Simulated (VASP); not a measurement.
Set up this calculation in VASP 6.6.1, as the native input.

* Task: single point
* Functional: PBEsol
* Potentials or basis: VASP PAW PBE potentials, release 64 (Cs_sv, Br)
* Cutoff: 500 eV
* k mesh: 10 × 10 × 10
* Occupations: fermi-dirac, width 0.08 eV
* Spin: no spin polarisation
* Dipole correction: no
* Further INCAR settings: ALGO = Normal; EDIFF = 1e-06; NBANDS = 15

The structure of CsBr lies in POSCAR:

```
CsBr
1.0
    4.2401722903      0.0000000000      0.0000000000
    0.0000000000      4.2401722903      0.0000000000
    0.0000000000      0.0000000000      4.2401722903
Cs Br
1 1
Direct
    0.0000000000      0.0000000000      0.0000000000
    0.5000000000      0.5000000000      0.5000000000
```

These files were run (other wordings do the same):

INCAR

```
SYSTEM = CsBr
PREC = Accurate
ENCUT = 500
EDIFF = 1E-6
ISMEAR = -1
SIGMA = 0.08
LREAL = .False.
LASPH = .True.
NELM = 120
ALGO = Normal
ISIF = 2
LWAVE = .False.
LCHARG = .False.
GGA = PS
NBANDS = 15
GGA_COMPAT = .False.
```

KPOINTS

```
Automatic mesh
0
Gamma
  10 10 10
  0 0 0
```

Potentials or basis: VASP PAW PBE potentials, release 64 (Cs_sv, Br).

Run with:

```console
$ cat potpaw_PBE.64/Cs_sv/POTCAR potpaw_PBE.64/Br/POTCAR > POTCAR
$ mpirun -np 1 vasp_std > vasp.out
```

Results of the run:

```json
{
  "Pressure": "0.1 GPa",
  "Band gap on the k mesh": "4.44 eV"
}
```

Caveat: the PAW data sets were made with another functional, which shifts forces and pressure a little; spin-orbit coupling is left out, which moves the levels of the heavy elements.

Run time: 44 s on 1 thread of Intel Xeon 8259CL (shared host), peak memory 0.21 GiB.
